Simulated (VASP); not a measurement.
# Ir12O in VASP: single point with PBE

Aim: the single point of Ir12O with PBE.

Everything below comes from runs of VASP 6.6.1. Logs are shortened: lines on timing, memory, paths and dates and some standing lists are left out, and cuts for length are marked.

## (1) The cell of the first run

The cell holds a slab with vacuum, 13 atoms: a = 5.431 Å, b = 5.431 Å, c = 15.434 Å, α = 90.00°, β = 90.00°, γ = 60.00°.

## (2) Single point, PBE

INCAR reads:

```
PREC = Accurate
ENCUT = 520
EDIFF = 1E-6
ISMEAR = 0
SIGMA = 0.05
LREAL = False
LASPH = True
NELM = 100
ALGO = Normal
ISIF = 2
LWAVE = False
LCHARG = True
GGA = PE
LELF = True
LVHAR = True
NBANDS = 69
```

KPOINTS reads:

```
regular mesh
0
Gamma
  4 4 1
```

POSCAR reads:

```
Ir12O
1.0
    5.4305800000      0.0000000000      0.0000000000
    2.7152900000      4.7030200000      0.0000000000
    0.0000000000      0.0000000000     15.4340500000
Ir O
12 1
Direct
    0.1666666312      0.1666667375      0.0647918077
    0.6666666312      0.1666667375      0.0647918077
    0.1666666312      0.6666667375      0.0647918077
    0.6666666312      0.6666667375      0.0647918077
   -0.1661892216      0.3338140174      0.2050069165
    0.3323976640      0.3338099774      0.2050086011
   -0.1661929409      0.8324002449      0.2050087955
    0.3333401362      0.8333421929      0.2131511820
    0.0018921900     -0.0009172829      0.3527036649
    0.4990879440     -0.0009030368      0.3526932983
    0.0000173714      0.5000238145      0.3478022295
    0.4990726842      0.5019032451      0.3527047016
    0.6666864931      0.1666973562      0.4403798744
```

Potentials or basis: VASP PAW PBE potentials, release 64 (Ir, O).

Started as:

```console
> cat potpaw_PBE.64/Ir/POTCAR potpaw_PBE.64/O/POTCAR > POTCAR
> mpirun -np 1 vasp_std > vasp.out
```

OUTCAR:

```text
PREC = Accurate
   ENCUT = 520
   EDIFF = 1E-6
   ISMEAR = 0
   LREAL = False
   LASPH = True
   NELM = 100
   ISIF = 2
   GGA = PE

 ion  position               nearest neighbor table
   1  0.167  0.167  0.065-   5 2.67   6 2.67   3 2.72   3 2.72   4 2.72   4 2.72   2 2.72   2 2.72
                             8 2.77
   2  0.667  0.167  0.065-   7 2.67   6 2.67   5 2.67   4 2.72   3 2.72   4 2.72   3 2.72   1 2.72
                             1 2.72
   3  0.167  0.667  0.065-   6 2.67   7 2.67   1 2.72   1 2.72   2 2.72   2 2.72   4 2.72   4 2.72
                             8 2.78
   4  0.667  0.667  0.065-   5 2.67   7 2.67   2 2.72   1 2.72   2 2.72   1 2.72   3 2.72   3 2.72
                             8 2.77
   5  0.834  0.334  0.205-   4 2.67   1 2.67   2 2.67  11 2.70   7 2.71   6 2.71   8 2.72   8 2.72
                             6 2.72   7 2.72   9 2.77  12 2.77
   6  0.332  0.334  0.205-   3 2.67   1 2.67   2 2.67  11 2.70   5 2.71   7 2.71   8 2.72   8 2.72
                             7 2.72   5 2.72  10 2.77  12 2.77
   7  0.834  0.832  0.205-   3 2.67   4 2.67   2 2.67  11 2.70   5 2.71   6 2.71   8 2.72   8 2.72
                             6 2.72   5 2.72  10 2.77   9 2.77
   8  0.333  0.833  0.213-  12 2.66   9 2.66  10 2.66   7 2.72   6 2.72   5 2.72   5 2.72   6 2.72
                             7 2.72   1 2.77   4 2.77   3 2.78
   9  0.002  0.999  0.353-  13 2.08   8 2.66  12 2.70  10 2.70  11 2.72  11 2.72  10 2.73  12 2.73
                             5 2.77   7 2.77
  10  0.499  0.999  0.353-  13 2.08   8 2.66  12 2.70   9 2.70  11 2.72  11 2.72   9 2.73  12 2.73
                             6 2.77   7 2.77
  11  0.000  0.500  0.348-   7 2.70   6 2.70   5 2.70  12 2.72   9 2.72  10 2.72  10 2.72   9 2.72
                            12 2.72
  12  0.499  0.502  0.353-  13 2.08   8 2.66   9 2.70  10 2.70  11 2.72  11 2.72  10 2.73   9 2.73
                             5 2.77   6 2.77
  13  0.667  0.167  0.440-  12 2.08   9 2.08  10 2.08

  LATTYP: Found a hexagonal cell.
 ALAT       =     5.4305797945
 C/A-ratio  =     2.8420630180

  Lattice vectors:

 A1 = (  -2.7152900000,  -4.7030200000,   0.0000000000)
 A2 = (   5.4305800000,   0.0000000000,   0.0000000000)
 A3 = (   0.0000000000,   0.0000000000,  15.4340500000)

Analysis of symmetry for initial positions (statically):
=====================================================================
 Subroutine PRICEL returns:
 Original cell was already a primitive cell.

 Routine SETGRP: Setting up the symmetry group for a
 hexagonal supercell.

 Subroutine GETGRP returns: Found  1 space group operations
 (whereof  1 operations were pure point group operations)
 out of a pool of 24 trial point group operations.

The static configuration has the point symmetry C_1 .

Analysis of symmetry for dynamics (positions and initial velocities):
=====================================================================
 Subroutine PRICEL returns:
 Original cell was already a primitive cell.

 Routine SETGRP: Setting up the symmetry group for a
 hexagonal supercell.

 Subroutine GETGRP returns: Found  1 space group operations
 (whereof  1 operations were pure point group operations)
 out of a pool of 24 trial point group operations.

The dynamic configuration has the point symmetry C_1 .

 Subroutine INISYM returns: Found  1 space group operations
 (whereof  1 operations are pure point group operations),
 and found     1 'primitive' translations

----------------------------------------------------------------------------------------

                                     Primitive cell

  volume of cell :     394.1876

  direct lattice vectors                    reciprocal lattice vectors
     5.430580000  0.000000000  0.000000000     0.184142394 -0.106314666  0.000000000
     2.715290000  4.703020000  0.000000000     0.000000000  0.212629332  0.000000000
     0.000000000  0.000000000 15.434050000     0.000000000  0.000000000  0.064791808

  length of vectors
     5.430580000  5.430579795 15.434050000     0.212629324  0.212629332  0.064791808

  position of ions in fractional coordinates (direct lattice)
     0.166666631  0.166666738  0.064791808
     0.666666631  0.166666738  0.064791808
     0.166666631  0.666666738  0.064791808
     0.666666631  0.666666738  0.064791808
     0.833810778  0.333814017  0.205006916
     0.332397664  0.333809977  0.205008601
     0.833807059  0.832400245  0.205008795
     0.333340136  0.833342193  0.213151182
     0.001892190  0.999082717  0.352703665
     0.499087944  0.999096963  0.352693298
     0.000017371  0.500023814  0.347802229
     0.499072684  0.501903245  0.352704702
     0.666686493  0.166697356  0.440379874

  ion indices of the primitive-cell ions
   primitive index   ion index
                 1           1
                 2           2
                 3           3
                 4           4
                 5           5
                 6           6
                 7           7
                 8           8
                 9           9
                10          10
                11          11
                12          12
                13          13

----------------------------------------------------------------------------------------

 KPOINTS: regular mesh

Automatic generation of k-mesh.
 Grid dimensions read from file:
 generate k-points for:    4    4    1

 Generating k-lattice:

  Cartesian coordinates                     Fractional coordinates (reciprocal lattice)
     0.046035598 -0.026578666  0.000000000     0.250000000  0.000000000  0.000000000
     0.000000000  0.053157333  0.000000000     0.000000000  0.250000000  0.000000000
     0.000000000  0.000000000  0.064791808     0.000000000  0.000000000  1.000000000

  Length of vectors
     0.053157331  0.053157333  0.064791808

  Shift w.r.t. Gamma in fractional coordinates (k-lattice)
     0.000000000  0.000000000  0.000000000

 Subroutine IBZKPT returns following result:
 ===========================================

 Found     10 irreducible k-points:

 Following reciprocal coordinates:
            Coordinates               Weight
  0.000000  0.000000  0.000000      1.000000
  0.250000  0.000000  0.000000      2.000000
  0.250000  0.250000  0.000000      2.000000
  0.000000  0.250000  0.000000      2.000000
  0.500000  0.000000  0.000000      1.000000
  0.500000  0.500000  0.000000      1.000000
  0.000000  0.500000  0.000000      1.000000
  0.500000  0.250000  0.000000      2.000000
  0.250000  0.500000  0.000000      2.000000
 -0.250000  0.250000  0.000000      2.000000
   k-points           NKPTS =     10   k-points in BZ     NKDIM =     10   number of bands    NBANDS=     69
   number of dos      NEDOS =    301   number of ions     NIONS =     13
   total plane-waves  NPLWV = 192000
   dimension x,y,z NGX =    40 NGY =   40 NGZ =  120
   dimension x,y,z NGXF=    80 NGYF=   80 NGZF=  240
   ions per type =              12   1
   NGX,Y,Z   is equivalent  to a cutoff of  12.25, 12.25, 12.93 a.u.
   NGXF,Y,Z  is equivalent  to a cutoff of  24.49, 24.49, 25.85 a.u.
 SYSTEM =  unknown system
   PREC   = accura    normal or accurate (medium, high low for compatibility)
   ISTART =      0    job   : 0-new  1-cont  2-samecut
   ICHARG =      2    charge: 1-file 2-atom 10-const
   ISPIN  =      1    spin polarized calculation?
   LNONCOLLINEAR =      F non collinear calculations
   LSORBIT =      F    spin-orbit coupling
   LASPH  =      T    aspherical Exc in radial PAW
   ENCUT  =  520.0 eV  38.22 Ry    6.18 a.u.  10.10 10.10 28.70*2*pi/ulx,y,z
   NELM   =    100;   NELMIN=  2; NELMDL= -5     # of ELM steps
   EDIFF  = 0.1E-05   stopping-criterion for ELM
   LREAL  =      F    real-space projection
   EDIFFG = 0.1E-04   stopping-criterion for IOM
   NSW    =      0    number of steps for IOM
   IBRION =     -1    ionic relax: 0-MD 1-quasi-New 2-CG
   NFREE  =      0    steps in history (QN), initial steepest desc. (CG)
   ISIF   =      2    stress and relaxation
   ISYM   =      2    0-nonsym 1-usesym 2-fastsym
   POTIM  = 0.5000    time-step for ionic-motion
   TEBEG  =    0.0;   TEEND  =   0.0 temperature during run
   PSTRESS=    0.0 pullay stress
   NELECT =     114.0000    total number of electrons
   NUPDOWN=      -1.0000    fix difference up-down
   EMIN   =  10.00;   EMAX   =-10.00  energy-range for DOS
   EFERMI =   0.00;   METHOD = LEGACY
   ISMEAR =     0;   SIGMA  =   0.05  broadening in eV -4-tet -1-fermi 0-gaus
   EFERMI_NEDOS =   21; number of points for ismear=-14 and -15
   IALGO  =     38    algorithm
   IMIX   =      4    mixing-type and parameters
     AMIX     =   0.40;   BMIX     =  1.00
     AMIX_MAG =   1.60;   BMIX_MAG =  1.00
  volume/ion in A,a.u.               =      30.32       204.62
  Fermi-wavevector in a.u.,A,eV,Ry     =   1.082619  2.045852 15.946884  1.172063
  Thomas-Fermi vector in A             =   2.218664
   LORBIT       =      0    0 simple, 1 ext, 2 COOP (PROOUT), +10 PAW based schemes
   GGA     = PE    functional components
   LHFCALC =     F    Hartree Fock is set to
   AEXX    =    0.0000 exact exchange contribution
   IVDW    =     0    specifies the selected vdW correction
   LEPSILON=     F    determine dielectric tensor
   LRPA    =     F    only Hartree local field effects (RPA)
 non-spin polarized calculation
 Gauss-broadening in eV      SIGMA  =   0.05
  energy-cutoff  :      520.00
  volume of cell :      394.19
 maximum number of plane-waves:     10640
   NGX = 21   NGY = 21   NGZ = 57

 number of electron     114.0000001 magnetization

 Free energy of the ion-electron system (eV)
  ---------------------------------------------------
  ext. energy  EPLUGINS =         0.00000000
  ---------------------------------------------------
  free energy    TOTEN  =      -105.43313603 eV

  energy without entropy =     -105.40847649  energy(sigma->0) =     -105.42080626

 E-fermi :   1.4524     XC(G=0):  -7.4135

 val. band max:        1.4477148862   @ k =   0.5000   0.2500   0.0000
 cond. band min:       1.5339858247   @ k =   0.2500   0.2500   0.0000
 fundamental gap:      0.0862709385
 Fermi energy:         1.4523822467

 k-point     1 :       0.0000    0.0000    0.0000
  band No.  band energies     occupation
      1     -17.8425      2.00000
      2      -8.6425      2.00000
      3      -6.7686      2.00000
      4      -6.3683      2.00000
      5      -5.9487      2.00000
      6      -5.9486      2.00000
[... 61 lines left out ...]
     68       2.9828      0.00000
     69       3.2609      0.00000

 k-point     2 :       0.2500    0.0000    0.0000
  band No.  band energies     occupation
      1     -17.8274      2.00000
      2      -8.0779      2.00000
      3      -6.2822      2.00000
      4      -5.9825      2.00000
      5      -5.8201      2.00000
      6      -5.6934      2.00000
[... 61 lines left out ...]
     68       2.7571      0.00000
     69       3.4320      0.00000

 k-point     3 :       0.2500    0.2500    0.0000
  band No.  band energies     occupation
      1     -17.8274      2.00000
      2      -8.0779      2.00000
      3      -6.2822      2.00000
      4      -5.9825      2.00000
      5      -5.8201      2.00000
      6      -5.6935      2.00000
[... 493 lines left out ...]
     68       2.4299      0.00000
     69       2.9397      0.00000

 k-point    10 :      -0.2500    0.2500    0.0000
  band No.  band energies     occupation
      1     -17.8124      2.00000
      2      -7.1021      2.00000
      3      -5.9950      2.00000
      4      -5.8044      2.00000
      5      -5.4272      2.00000
      6      -5.1716      2.00000
[... 61 lines left out ...]
     68       2.4299      0.00000
     69       2.9397      0.00000

------------------------ aborting loop because EDIFF is reached ----------------------------------------

  FORCE on cell =-STRESS in cart. coord.  units (eV):
  Direction    XX          YY          ZZ          XY          YZ          ZX
  --------------------------------------------------------------------------------------
  -------------------------------------------------------------------------------------
  Total       -6.6905261     -6.6891351      0.7506565     -0.0009097     -0.0028148     -0.0037791
  in kB      -27.1936752    -27.1880214      3.0510471     -0.0036977     -0.0114407     -0.0153602
  external PRESSURE =     -17.1102165 kB  Pullay stress =       0.0000000 kB

 VOLUME and BASIS-vectors are now :
 -----------------------------------------------------------------------------
  energy-cutoff  :      520.00
  volume of cell :      394.19
      direct lattice vectors                 reciprocal lattice vectors
     5.430580000  0.000000000  0.000000000     0.184142394 -0.106314666  0.000000000
     2.715290000  4.703020000  0.000000000     0.000000000  0.212629332  0.000000000
     0.000000000  0.000000000 15.434050000     0.000000000  0.000000000  0.064791808

 POSITION                                       TOTAL-FORCE (eV/Angst)
 -----------------------------------------------------------------------------------
      1.35764      0.78384      1.00000         0.000041     -0.117796     -0.061528
      4.07293      0.78384      1.00000         0.000203      0.000141      0.005885
      2.71529      3.13535      1.00000         0.102277      0.059070     -0.061416
      5.43058      3.13535      1.00000        -0.102012      0.058964     -0.061494
      5.43448      1.56993      3.16409         0.019128      0.011026      0.021599
      2.71150      1.56991      3.16411        -0.018966      0.011417      0.020911
      6.78826      3.91479      3.16412         0.000420     -0.022083      0.020854
      4.07300      3.91923      3.28979        -0.000066      0.000051     -0.019914
      2.72308      4.69871      5.44365         0.052523     -0.030099     -0.004098
      5.42318      4.69877      5.44349        -0.053263     -0.030809     -0.003384
      1.35780      2.35162      5.36800        -0.000317     -0.000121      0.008946
      4.07307      2.36046      5.44366         0.000244      0.060418     -0.004152
      4.07313      0.78398      6.79685        -0.000212     -0.000178      0.137791
 -----------------------------------------------------------------------------------
    total drift:                                0.000019     -0.000003      0.000310

  FREE ENERGIE OF THE ION-ELECTRON SYSTEM (eV)
  ---------------------------------------------------
  free  energy   TOTEN  =      -105.4331360344 eV

  energy  without entropy=     -105.4084764943  energy(sigma->0) =     -105.42080626
```

Run time: 21 min. Hardware: 1 thread of Intel Xeon 8259CL, shared host; peak memory 0.58 GiB.

Results:

```yaml
Free_energy: -105.4331 eV
Largest_force: 0.138 eV/Å
Band_gap_on_the_k_mesh: zero (bands 57 and 58 overlap by 1.08 eV)
```

Forces in eV/Å, atoms in the order of the input:
```
Ir   0.000 -0.118 -0.062
Ir   0.000  0.000  0.006
Ir   0.102  0.059 -0.061
Ir  -0.102  0.059 -0.061
Ir   0.019  0.011  0.022
Ir  -0.019  0.011  0.021
Ir   0.000 -0.022  0.021
Ir   0.000  0.000 -0.020
Ir   0.053 -0.030 -0.004
Ir  -0.053 -0.031 -0.003
Ir   0.000  0.000  0.009
Ir   0.000  0.060 -0.004
O    0.000  0.000  0.138
```

Caveat: there is no dipole correction, which matters where the two faces differ; spin-orbit coupling is left out, which moves the levels of the heavy elements.

The gap in the log of VASP goes by the Fermi energy; the results here count the filled bands.